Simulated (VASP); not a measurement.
Wanted: the native input for a VASP 6.6.1 run.

- Task: single point
- Functional: LDA
- Potentials or basis: VASP PAW LDA potentials, release 64 (Mn_pv, O)
- Cutoff: 520 eV
- k mesh: 11 × 11 × 6
- Occupations: fermi-dirac, width 0.05 eV
- Spin: collinear spin, ferromagnetic start
- Starting moments: [4.0, 0.0, 0.0] μB
- Dipole correction: no
- Further INCAR settings: ALGO = Normal; EDIFF = 1e-07; NBANDS = 24

The structure of MnO2 lies in POSCAR:

```
MnO2
1.0
    2.8374059371      0.0000000000      0.0000000000
   -1.4187029685      2.4572656224      0.0000000000
    0.0000000000      0.0000000000      4.5704914233
Mn O
1 2
Direct
    0.0000000000      0.0000000000      0.5000000000
    0.3333333333      0.6666666667      0.7062925700
    0.6666666667      0.3333333333      0.2937074300
```

These files were run (other wordings do the same):

INCAR

```
SYSTEM = MnO2
PREC = Accurate
ENCUT = 520
EDIFF = 1E-7
ISMEAR = -1
SIGMA = 0.05
LREAL = .FALSE.
LASPH = .TRUE.
NELM = 150
ALGO = Normal
ISIF = 2
LWAVE = .FALSE.
LCHARG = .FALSE.
ISPIN = 2
MAGMOM = 4 0 0
LORBIT = 11
LMAXMIX = 4
GGA = CA
NBANDS = 24
```

KPOINTS

```
Automatic mesh
0
G
  11 11 6
  0 0 0
```

Potentials or basis: VASP PAW LDA potentials, release 64 (Mn_pv, O).

Run with:

```bash
$ cat potpaw_LDA.64/Mn_pv/POTCAR potpaw_LDA.64/O/POTCAR > POTCAR
$ mpirun -np 1 vasp_std > vasp.out
```

Results of the run:

The pressure is -3.8 GPa. The largest force is 0.162 eV/Å. The band gap on the k mesh is 0.23 eV (least direct gap 0.27 eV) and the net moment is 3.00 μB per cell. The site moments are Mn +2.76; O +0.07 μB and the valence electrons inside the program's atomic spheres are Mn 11.83; O 4.97.

Caveat: the cell stands under tension; a cell with one magnetic atom can't hold antiferromagnetic order, which such compounds often take.

Run time: 2.4 min on 1 thread of Oxide Virtual Turin-like Processor, on a shared host, peak memory 0.18 GiB.
